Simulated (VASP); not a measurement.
Input of a VASP 6.6.1 run:

Contents of INCAR:

```
SYSTEM = Sn
  PREC = Accurate
  ENCUT = 520
  EDIFF = 1E-8
  ISMEAR = -1
  SIGMA = 0.05
  LREAL = .FALSE.
  LASPH = .TRUE.
  NELM = 80
  ALGO = Normal
  ISIF = 2
  LWAVE = .FALSE.
  LCHARG = .FALSE.
  GGA = PE
  LEFG = .TRUE.
  NBANDS = 21
```

File KPOINTS:

```
regular mesh
0
G
  15 15 15
  0 0 0
```

File POSCAR:

```
Sn
1.0
   -2.9542208476      2.9542208476      1.6115820057
    2.9542208476     -2.9542208476      1.6115820057
    2.9542208476      2.9542208476     -1.6115820057
Sn
2
Direct
    0.0000000000      0.0000000000      0.0000000000
    0.7500000000      0.2500000000      0.5000000000
```

Potentials or basis: VASP PAW PBE potentials, release 64 (Sn_d).

Run with:

```sh
$ cat potpaw_PBE.64/Sn_d/POTCAR > POTCAR
$ mpirun -np 1 vasp_std > vasp.out
```

**Question.** Predict the pressure.

**Answer.** 0.5 GPa.

**Question.** Predict the band gap on the k mesh.

**Answer.** Zero (band 14 reaches 8.97 eV, above the bottom of band 15 at 4.86 eV).

Electric field gradients, principal values (V/Å²):
```csv
atom,least,middle,greatest (by size)
1 Sn,-21.354,-21.358,42.713
2 Sn,-21.354,-21.358,42.713
```

Caveat: without QUAD_EFG the Cq values of the log hold for a quadrupole moment of 1 mb, not for the nuclei; spin-orbit coupling is left out, which moves the levels of the heavy elements.
